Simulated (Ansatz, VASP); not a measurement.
# One calculation of BeTe6, two programs

```
CELL_PARAMETERS angstrom
6.56696 0.00000 0.00000
0.00000 6.56696 0.00000
0.00000 0.00000 4.80147
ATOMIC_POSITIONS crystal
Be 0.50000 0.50000 0.00000
Te 0.74077 0.74077 0.59900
Te 0.25923 0.25923 0.59900
Te 0.74077 0.25923 0.40100
Te 0.25923 0.74077 0.40100
Te 0.50000 0.00000 0.00000
Te 0.00000 0.50000 0.00000
```

Alike in both runs: task relaxation of cell and atoms; functional PBE; k mesh 3 × 3 × 4; occupations gaussian, width 0.2 eV; no spin polarisation.

```csv
,VASP,Ansatz
version,VASP 6.6.1,Ansatz 0.2.0
potentials or method,"VASP PAW PBE potentials, release 64 (Be, Te), cutoff 600 eV","scalar-relativistic, plane waves, PAW"
valence electrons in the cell,38,98
```

|  | VASP | Ansatz | Ansatz less VASP |
| --- | --- | --- | --- |
| gap on the k mesh at the Fermi level, each at its own relaxed structure (eV) | none | none | - |
| relaxed volume (Å³/atom) | 36.58 | 37.16 | +0.574 |
| relaxed cell length with the largest relative difference (Å) | 4.571 | 4.675 | +0.1044 |

A gap of «none» marks a metal or a gap that the smearing closes. VASP's potentials hold 38 valence electrons a cell and Ansatz's 98, so a difference there can come from the potentials and not from the codes.

Spin-orbit coupling is off throughout. Noted on VASP's run: the volume moved by over 15 % at a fixed basis, so the end points are rough.
